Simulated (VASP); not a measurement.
Crystal: CdTe.

```xyz
4
Lattice="4.1989 0.0000 0.0000 -2.0994 3.6363 0.0000 0.0000 0.0000 6.8441" Properties=species:S:1:pos:R:3 pbc="T T T"
Cd    0.0000    0.0000    0.0000
Cd    0.0000    0.0000    3.4221
Te    0.0000    2.4242    1.7110
Te    2.0994    1.2121    5.1331
```

- Program: VASP 6.6.1
- Task: relaxation of cell and atoms
- Functional: PBE
- Potentials or basis: VASP PAW PBE potentials, release 64 (Cd, Te)
- Cutoff: 600 eV
- k mesh: 6 × 6 × 4
- Occupations: fermi-dirac, width 0.02 eV
- Spin: no spin polarisation

At the start: pressure 6.8 GPa; volume 26.12 Å³/atom.

Q: How do energy, volume and symmetry change on relaxing?

A: Over 8 steps the energy falls by 58.6 meV/atom and the volume is 29.24 Å³/atom (+11.9 %); space group P6_3/mmc (No. 194, to 0.05 Å).

Step by step:
```csv
step,energy change (eV),largest force (eV/Å),pressure (GPa),volume (Å³)
1,0.0000,0.0000,6.79,104.50
2,-0.2031,0.0000,-1.82,122.15
3,-0.2343,0.0000,0.06,116.79
4,-0.2343,0.0000,-0.02,117.04
5,-0.2343,0.0000,-0.05,117.05
6,-0.2344,0.0000,-0.06,117.08
7,-0.2344,0.0000,0.04,116.85
8,-0.2344,0.0000,0.00,116.95
```

Final structure:
```
CELL_PARAMETERS angstrom
4.36163 0.00000 0.00000
-2.18081 3.77728 0.00000
0.00000 0.00000 7.09869
ATOMIC_POSITIONS crystal
Cd 0.00000 0.00000 0.00000
Cd 0.00000 0.00000 0.50000
Te 0.33333 0.66667 0.25000
Te 0.66667 0.33333 0.75000
```
